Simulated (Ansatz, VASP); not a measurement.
## Two plane-wave programs on MgI2

```
Mg I
1.0
     4.04090    0.00000    0.00000
    -2.02045    3.49953    0.00000
     0.00000    0.00000    6.62857
Mg I
1 2
Direct
  0.00000 0.00000 0.00000
  0.33333 0.66667 0.77478
  0.66667 0.33333 0.22522
```

Alike in both runs: task single point; functional LDA; k mesh 6 × 6 × 4; occupations gaussian, width 0.05 eV; no spin polarisation.

```csv
,VASP,Ansatz
version,VASP 6.6.1,Ansatz 0.2.0
potentials or method,"VASP PAW LDA potentials, release 64 (Mg, I), cutoff 520 eV","scalar-relativistic, plane waves, PAW"
valence electrons in the cell,16,44
```

Ansatz gave:

```
gap on the k mesh at the Fermi level (eV)                     : 3.29
least direct gap on the mesh (eV)                             : 3.88
pressure (GPa)                                                : 4.2
traceless stress, the component that is largest in VASP (GPa) : 1.07
rms of the force components (eV/Å)                            : 0.537
```

Task: Which values does VASP return?

Result: gap on the k mesh at the Fermi level (eV): 3.27; least direct gap on the mesh (eV): 3.89; pressure (GPa): 4.1; traceless stress, the component that is largest in VASP (GPa): 1.11; rms of the force components (eV/Å): 0.537.

LDA's correlation is that of Perdew and Zunger in VASP and of Perdew and Wang (1992) in Ansatz. Atom by atom the forces differ by 0.000 eV/Å (rms over components). VASP's potentials hold 16 valence electrons a cell and Ansatz's 44, so a difference there can come from the potentials and not from the codes.

Spin-orbit coupling is off throughout.
